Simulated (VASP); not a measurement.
Set up this calculation in VASP 6.6.1, as the native input.

| Property | Result |
| --- | --- |
| Task | single point |
| Functional | PBE |
| Potentials or basis | VASP PAW PBE potentials, release 64 (Zn, Cu) |
| Cutoff | 600 eV |
| k mesh | 8 × 8 × 8 |
| Occupations | fermi-dirac, width 0.05 eV |
| Spin | no spin polarisation |
| Dipole correction | no |
| Further INCAR settings | ALGO = Normal; EDIFF = 1e-06; NBANDS = 18 |

The structure of ZnCu lies in POSCAR:

```
ZnCu
1.0
    2.8848810902      0.0000000000      0.0000000000
    0.0000000000      2.8848810902      0.0000000000
    0.0000000000      0.0000000000      2.8848810902
Zn Cu
1 1
Direct
    0.5000000000      0.5000000000      0.5000000000
    0.0000000000      0.0000000000      0.0000000000
```

The input as run:

INCAR

```
SYSTEM = ZnCu
PREC = Accurate ; ENCUT = 600
EDIFF = 1E-6 ; ISMEAR = -1
SIGMA = 0.05 ; LREAL = .False.
LASPH = .True. ; NELM = 120
ALGO = Normal ; ISIF = 2
LWAVE = .False. ; LCHARG = .False.
GGA = PE ; NBANDS = 18
GGA_COMPAT = .False.
```

KPOINTS

```
Automatic mesh
0
Gamma
  8 8 8
  0 0 0
```

Potentials or basis: VASP PAW PBE potentials, release 64 (Zn, Cu).

The run is started by

```console
$ cat potpaw_PBE.64/Zn/POTCAR potpaw_PBE.64/Cu/POTCAR > POTCAR
$ mpirun -np 1 vasp_std > vasp.out
```

Results of the run:

| Property | Result |
| --- | --- |
| Pressure | 12.3 GPa |

Run time: 16 s on 1 thread of Intel(R) Xeon(R) Platinum 8259CL CPU @ 2.50GHz (Skylake/Cascade Lake), on a shared host, peak memory 0.14 GiB.
